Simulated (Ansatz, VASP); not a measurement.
Two plane-wave programs on GaSb

```
Ga Sb
1.0
     3.10774    3.10774    0.00000
    -3.10774    3.10774    0.00000
     0.00000    0.00000    5.84256
Ga Sb
2 2
Direct
  0.00000 0.00000 0.00000
  0.50000 0.50000 0.50000
  0.50000 0.00000 0.25000
  0.00000 0.50000 0.75000
```

Change from the starting cell: strain along c alone, the other axes held, atoms relaxed: -6.0 %.

Alike in both runs: task single point; functional PBE; k mesh 12 × 12 × 8; occupations gaussian, width 0.1 eV; no spin polarisation.

|  | VASP | Ansatz |
| --- | --- | --- |
| version | VASP 6.6.1 | Ansatz 0.2.0 |
| potentials or method | VASP PAW PBE potentials, release 64 (Ga_d, Sb), cutoff 520 eV | scalar-relativistic, plane waves, PAW |
| valence electrons in the cell | 36 | 56 |

|  | VASP | Ansatz | Ansatz less VASP |
| --- | --- | --- | --- |
| gap on the k mesh at the Fermi level (eV) | 0.10 | 0.11 | +0.003 |
| least direct gap on the mesh (eV) | 0.10 | 0.11 | +0.003 |
| pressure (GPa) | 3.2 | 3.1 | -0.09 |
| traceless stress, the component that is largest in VASP (GPa) | 1.54 | 1.54 | +0.004 |

VASP's potentials hold 36 valence electrons a cell and Ansatz's 56, so a difference there can come from the potentials and not from the codes.

Neither program's run includes spin-orbit coupling.
